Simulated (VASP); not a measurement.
Write the native input for VASP 6.6.1 that does the following.

| Item | Value |
| --- | --- |
| Task | single point |
| Functional | PBE |
| Potentials or basis | VASP PAW PBE potentials, release 64 (Ti_sv, O) |
| Cutoff | 520 eV |
| k mesh | 8 × 8 × 10 |
| Occupations | gaussian, width 0.05 eV |
| Spin | no spin polarisation |
| Dipole correction | no |
| Further INCAR settings | ALGO = Normal; EDIFF = 1e-07; NBANDS = 33 |

The structure of TiO2 lies in POSCAR:

```
TiO2
1.0
    4.2086740510      0.0000000000      0.0000000000
    0.0000000000      4.2086740510      0.0000000000
    0.0000000000      0.0000000000      3.0306661842
Ti O
2 4
Direct
    0.0000000000      0.0000000000      0.0000000000
    0.5000000000      0.5000000000      0.5000000000
    0.3050970583      0.3050970583      0.0000000000
    0.1949029417      0.8050970583      0.5000000000
    0.6949029417      0.6949029417      0.0000000000
    0.8050970583      0.1949029417      0.5000000000
```

The input as run:

INCAR

```
ALGO = Normal
EDIFF = 1E-7
ENCUT = 520
GGA = PE
ISIF = 2
ISMEAR = 0
LASPH = True
LCHARG = False
LREAL = False
LWAVE = False
NBANDS = 33
NELM = 80
PREC = Accurate
SIGMA = 0.05
```

KPOINTS

```
k-points
0
Gamma
  8 8 10
```

Potentials or basis: VASP PAW PBE potentials, release 64 (Ti_sv, O).

The run is started by

```console
$ cat potpaw_PBE.64/Ti_sv/POTCAR potpaw_PBE.64/O/POTCAR > POTCAR
$ mpirun -np 1 vasp_std > vasp.out
```

It gave:

```
Pressure               : 52.4 GPa
Largest force          : 0.060 eV/Å
Band gap on the k mesh : 2.27 eV
```

Caveat: the cell stands under pressure.

It took 82 s on 1 thread of AMD EPYC 9R45 96-Core Processor (Zen 5), with other jobs on the host, peak memory 0.22 GiB.
